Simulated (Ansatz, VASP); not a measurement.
**Two plane-wave programs on BeNi3C**

```
CELL_PARAMETERS angstrom
3.69524 0.00000 0.00000
0.00000 3.69524 0.00000
0.00000 0.00000 3.69524
ATOMIC_POSITIONS crystal
Be 0.00000 0.00000 0.00000
Ni 0.00000 0.50000 0.50000
Ni 0.50000 0.00000 0.50000
Ni 0.50000 0.50000 0.00000
C 0.50000 0.50000 0.50000
```

Alike in both runs: functional PBE; k mesh 6 × 6 × 6; occupations gaussian, width 0.1 eV; no spin polarisation.

Ansatz relaxed the structure, and its values are those at the end. VASP's run is a single point on that final structure, the one shown.

|  | VASP | Ansatz |
| --- | --- | --- |
| version | VASP 6.6.1 | Ansatz 0.2.0 |
| potentials or method | VASP PAW PBE potentials, release 64 (Be, Ni, C), cutoff 520 eV | scalar-relativistic, plane waves, PAW |
| valence electrons in the cell | 36 | 60 |

Ansatz gave:

- gap on the k mesh at the Fermi level (eV): none
- pressure (GPa): 0.1

**Question.** Estimate VASP's values.

**Answer.** gap on the k mesh at the Fermi level (eV): none; pressure (GPa): 0.3.

A gap of «none» marks a metal or a gap that the smearing closes. With one functional, cell and mesh, what is left measures potentials, basis and numerics. VASP's potentials hold 36 valence electrons a cell and Ansatz's 60, so a difference there can come from the potentials and not from the codes.
